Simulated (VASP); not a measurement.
# NiSb (P6_3/mmc) in VASP: a series of runs, part 2 of 2

VASP 6.6.1.

## 3. Single point, revPBE+D4, collinear spin, ferromagnetic start (volume scaled by 1.02)

INCAR

```
  ALGO = Normal
  EDIFF = 1E-6
  ENCUT = 520
  GGA = RE
  ISIF = 2
  ISMEAR = 0
  ISPIN = 2
  IVDW = 13
  LASPH = True
  LCHARG = True
  LELF = True
  LMAXMIX = 4
  LORBIT = 11
  LREAL = False
  LVHAR = True
  LWAVE = False
  MAGMOM = 0.05 0.05 0 0
  NBANDS = 27
  NELM = 150
  PREC = Accurate
  SIGMA = 0.05
```

KPOINTS

```
k-points
0
Gamma
  8 8 6
```

POSCAR

```
NiSb
1.0
    3.9323489601      0.0000000000      0.0000000000
   -1.9661744800      3.4055140960      0.0000000000
    0.0000000000      0.0000000000      5.1482430864
Ni Sb
2 2
Direct
    0.0000000000      0.0000000000      0.0000000000
    0.0000000000      0.0000000000      0.5000000000
    0.3333333333      0.6666666667      0.2500000000
    0.6666666667      0.3333333333      0.7500000000
```

Potentials or basis: VASP PAW PBE potentials, release 64 (Ni, Sb).

On the command line:

```console
> cat potpaw_PBE.64/Ni/POTCAR potpaw_PBE.64/Sb/POTCAR > POTCAR
> mpirun -np 1 vasp_std > vasp.out
```

Wall time 3.7 min (1 thread of AMD EPYC 9755, shared host); peak memory 0.24 GiB.

The run converged. Its results:

- Free energy: -22.3704 eV
- Pressure: -2.4 GPa
- Band gap on the k mesh: zero (filled and empty bands overlap)
- Net moment: 0.00 μB per cell
- Valence electrons inside the program's atomic spheres: Ni 9.38; Sb 2.42
- Dispersion energy per atom: -0.901 eV

Stress tensor (GPa, compression positive):
```
-2.45  0.00  0.00
 0.00 -2.45  0.00
 0.00  0.00 -2.26
```

Levels at points of the mesh, in eV from the Fermi level:
Spin up:
```
           k point  band 13  band 14  band 15  band 16  band 17  band 18
(0.00, 0.00, 0.00)    -0.10     0.56     0.56     2.44     2.44     3.12
(0.50, 0.00, 0.00)    -1.63    -1.45    -1.37    -0.40     1.07     3.38
(0.00, 0.00, 0.50)     0.19     0.19     2.03     2.03     2.03     2.03
(0.50, 0.00, 0.50)    -1.85    -1.85     0.15     0.15     1.64     1.64
```
Spin down:
```
           k point  band 12  band 13  band 14  band 15  band 16  band 17  band 18  band 19
(0.00, 0.00, 0.00)    -1.38    -0.10     0.56     0.56     2.44     2.44     3.12     3.96
(0.50, 0.00, 0.00)    -1.89    -1.63    -1.45    -1.37    -0.40     1.07     3.38     3.90
(0.00, 0.00, 0.50)    -2.13     0.19     0.19     2.03     2.03     2.03     2.03     5.13
(0.50, 0.00, 0.50)    -1.95    -1.85    -1.85     0.15     0.15     1.64     1.64     5.09
```

Caveat: the PAW data sets were made with another functional, which shifts forces and pressure a little; spin-orbit coupling is left out, which moves the levels of the heavy elements; pairwise dispersion overbinds metals, which lowers pressure and volume.

## 4. Single point, RPBE, collinear spin, ferromagnetic start

INCAR

```
  PREC = Accurate
  ENCUT = 520
  EDIFF = 1E-6
  ISMEAR = 0
  SIGMA = 0.05
  LREAL = F
  LASPH = T
  NELM = 150
  ALGO = Normal
  ISIF = 2
  LWAVE = F
  LCHARG = F
  ISPIN = 2
  MAGMOM = 0.05 0.05 0 0
  LORBIT = 11
  LMAXMIX = 4
  GGA = RP
  NBANDS = 27
```

KPOINTS

```
Automatic mesh
0
Gamma
  8 8 6
```

POSCAR

```
NiSb
1.0
    3.9450708277      0.0000000000      0.0000000000
   -1.9725354138      3.4165315565      0.0000000000
    0.0000000000      0.0000000000      5.1267952905
Ni Sb
2 2
Direct
    0.0000000000      0.0000000000      0.0000000000
    0.0000000000      0.0000000000      0.5000000000
    0.3333333333      0.6666666667      0.2500000000
    0.6666666667      0.3333333333      0.7500000000
```

On the command line:

```console
> cat potpaw_PBE.64/Ni/POTCAR potpaw_PBE.64/Sb/POTCAR > POTCAR
> mpirun -np 1 vasp_std > vasp.out
```

Wall time 3.7 min (1 thread of AMD EPYC 9755, shared host); peak memory 0.24 GiB.

Results (log left out):

| Item | Value |
| --- | --- |
| Free energy | -18.4126 eV |
| Pressure | 5.3 GPa |
| Band gap on the k mesh | zero (filled and empty bands overlap) |
| Net moment | 0.00 μB per cell |
| Valence electrons inside the program's atomic spheres | Ni 9.38; Sb 2.42 |

Stress tensor (GPa, compression positive):
```
5.31 0.00 0.00
0.00 5.31 0.00
0.00 0.00 5.40
```

Levels at points of the mesh, in eV from the Fermi level:
Spin up:
```tsv
k point	band 12	band 13	band 14	band 15	band 16	band 17	band 18	band 19
(0.00, 0.00, 0.00)	-1.35	-0.06	0.52	0.52	2.39	2.39	3.06	3.97
(0.50, 0.00, 0.00)	-1.87	-1.61	-1.41	-1.34	-0.40	1.10	3.37	3.91
(0.00, 0.00, 0.50)	-2.11	0.22	0.22	2.00	2.00	2.00	2.00	5.12
(0.50, 0.00, 0.50)	-1.94	-1.83	-1.83	0.14	0.14	1.62	1.62	5.15
```
Spin down:
```
           k point  band 13  band 14  band 15  band 16  band 17  band 18
(0.00, 0.00, 0.00)    -0.06     0.52     0.52     2.39     2.39     3.06
(0.50, 0.00, 0.00)    -1.61    -1.41    -1.34    -0.40     1.10     3.37
(0.00, 0.00, 0.50)     0.22     0.22     2.00     2.00     2.00     2.00
(0.50, 0.00, 0.50)    -1.83    -1.83     0.14     0.14     1.62     1.62
```

Caveat: the PAW data sets were made with another functional, which shifts forces and pressure a little; spin-orbit coupling is left out, which moves the levels of the heavy elements.

## 5. Single point, revPBE, collinear spin, ferromagnetic start

INCAR

```
SYSTEM = NiSb
PREC     = Accurate       ! precision mode
ENCUT    = 520            ! plane-wave cutoff, eV
EDIFF    = 1E-7           ! SCF threshold, eV
ISMEAR   = 0              ! smearing method
SIGMA    = 0.05           ! smearing width, eV
LREAL    = .FALSE.        ! projectors in reciprocal space
LASPH    = .TRUE.         ! aspherical terms in the spheres
NELM     = 150            ! most SCF steps
ALGO     = Normal         ! electronic algorithm
ISIF     = 2              ! what is computed and relaxed
LWAVE    = .FALSE.        ! write WAVECAR
LCHARG   = .TRUE.         ! write CHGCAR
ISPIN    = 2              ! spin polarisation
MAGMOM   = 0.05 0.05 0 0  ! initial moments
LORBIT   = 11             ! projections on sites
LMAXMIX  = 4              ! l up to which the mixer works
GGA      = RE             ! functional
LELF     = .TRUE.         ! ELF
LVHAR    = .TRUE.       
NBANDS   = 27             ! bands
```

KPOINTS

```
regular mesh
0
G
  8 8 6
  0 0 0
```

POSCAR is that of step 4.

Potentials or basis: VASP PAW PBE potentials, release 64 (Ni, Sb).

On the command line:

```console
> cat potpaw_PBE.64/Ni/POTCAR potpaw_PBE.64/Sb/POTCAR > POTCAR
> mpirun -np 1 vasp_std > vasp.out
```

OUTCAR:

```text
SYSTEM = NiSb
   PREC = Accurate
   ENCUT = 520
   EDIFF = 1E-7
   ISMEAR = 0
   LREAL = .FALSE.
   LASPH = .TRUE.
   NELM = 150
   ISIF = 2
   ISPIN = 2
   LORBIT = 11
   GGA = RE

 ion  position               nearest neighbor table
   1  0.000  0.000  0.000-   2 2.56   2 2.56   4 2.61   3 2.61   3 2.61   4 2.61   4 2.61   3 2.61

   2  0.000  0.000  0.500-   1 2.56   1 2.56   4 2.61   3 2.61   3 2.61   4 2.61   4 2.61   3 2.61

   3  0.333  0.667  0.250-   1 2.61   2 2.61   1 2.61   2 2.61   1 2.61   2 2.61   4 3.43   4 3.43
                             4 3.43   4 3.43   4 3.43   4 3.43
   4  0.667  0.333  0.750-   1 2.61   2 2.61   1 2.61   2 2.61   1 2.61   2 2.61   3 3.43   3 3.43
                             3 3.43   3 3.43   3 3.43   3 3.43

  LATTYP: Found a hexagonal cell.
 ALAT       =     3.9450708277
[... 1679 lines left out ...]

 POSITION                                       TOTAL-FORCE (eV/Angst)
 -----------------------------------------------------------------------------------
      0.00000      0.00000      0.00000        -0.000000      0.000000      0.000000
      0.00000      0.00000      2.56340        -0.000000      0.000000      0.000000
     -0.00000      2.27769      1.28170         0.000000     -0.000000     -0.000000
      1.97254      1.13884      3.84510        -0.000000      0.000000     -0.000000
 -----------------------------------------------------------------------------------
    total drift:                                0.000000     -0.000000     -0.000000

  FREE ENERGIE OF THE ION-ELECTRON SYSTEM (eV)
  ---------------------------------------------------
  free  energy   TOTEN  =       -18.7711921315 eV

  energy  without entropy=      -18.7688957219  energy(sigma->0) =      -18.77004393

 total charge

# of ion       s       p       d       tot
------------------------------------------
    1        0.445   0.476   8.458   9.379
    2        0.445   0.476   8.458   9.379
    3        1.130   1.213   0.075   2.418
    4        1.130   1.213   0.075   2.418
--------------------------------------------------
tot          3.150   3.378  17.066  23.593

 magnetization (x)

# of ion       s       p       d       tot
------------------------------------------
    1       -0.000  -0.000  -0.000  -0.000
    2       -0.000  -0.000  -0.000  -0.000
    3       -0.000   0.000   0.000   0.000
    4       -0.000   0.000   0.000   0.000
--------------------------------------------------
tot         -0.000   0.000  -0.000  -0.000
```

Run time: 4 min. Hardware: 1 thread of AMD EPYC 9755, shared host; peak memory 0.25 GiB.

What came out:

```
Free energy                                           : -18.7712 eV
Pressure                                              : 4.5 GPa
Band gap on the k mesh                                : zero (filled and empty bands overlap)
Net moment                                            : 0.00 μB per cell
Valence electrons inside the program's atomic spheres : Ni 9.38; Sb 2.42
```

Levels at points of the mesh, in eV from the Fermi level:
Spin up:
```
           k point  band 12  band 13  band 14  band 15  band 16  band 17  band 18  band 19
(0.00, 0.00, 0.00)    -1.35    -0.06     0.52     0.52     2.40     2.40     3.06     3.97
(0.50, 0.00, 0.00)    -1.87    -1.61    -1.41    -1.34    -0.40     1.10     3.37     3.91
(0.00, 0.00, 0.50)    -2.11     0.21     0.21     2.01     2.01     2.01     2.01     5.12
(0.50, 0.00, 0.50)    -1.94    -1.83    -1.83     0.15     0.15     1.62     1.62     5.15
```
Spin down:
| k point | band 12 | band 13 | band 14 | band 15 | band 16 | band 17 | band 18 | band 19 |
| --- | --- | --- | --- | --- | --- | --- | --- | --- |
| (0.00, 0.00, 0.00) | -1.35 | -0.06 | 0.52 | 0.52 | 2.40 | 2.40 | 3.06 | 3.97 |
| (0.50, 0.00, 0.00) | -1.87 | -1.61 | -1.41 | -1.34 | -0.40 | 1.10 | 3.37 | 3.91 |
| (0.00, 0.00, 0.50) | -2.11 | 0.21 | 0.21 | 2.01 | 2.01 | 2.01 | 2.01 | 5.12 |
| (0.50, 0.00, 0.50) | -1.94 | -1.83 | -1.83 | 0.15 | 0.15 | 1.62 | 1.62 | 5.15 |

Caveat: the PAW data sets were made with another functional, which shifts forces and pressure a little; spin-orbit coupling is left out, which moves the levels of the heavy elements.

## 6. Overview

| level | cell | gap on the mesh (eV) | pressure (GPa) | moment (μB) |
| --- | --- | --- | --- | --- |
| revPBE+D4 | a = 3.937, b = 3.937, c = 5.148 Å, angles 90.0, 90.0, 120.0°, 4 atoms | none | -2.6 | 0.00 |
| revPBE+D4 | a = 3.932, b = 3.932, c = 5.148 Å, angles 90.0, 90.0, 120.0°, 4 atoms | none | -2.4 | 0.00 |
| RPBE | a = 3.945, b = 3.945, c = 5.127 Å, angles 90.0, 90.0, 120.0°, 4 atoms | none | 5.3 | 0.00 |
| revPBE | a = 3.945, b = 3.945, c = 5.127 Å, angles 90.0, 90.0, 120.0°, 4 atoms | none | 4.5 | 0.00 |

Alike in all rows: task single point; potentials or basis VASP PAW PBE potentials, release 64 (Ni, Sb); spin collinear, ferromagnetic start; k mesh 8 × 8 × 6; cutoff (eV) 520; smearing gaussian 0.05 eV.

Caveats: the PAW data sets were made with another functional, which shifts forces and pressure a little; spin-orbit coupling is left out, which moves the levels of the heavy elements; pairwise dispersion overbinds metals, which lowers pressure and volume (some runs).

Absolute energies hang on the potentials; compare differences alone.
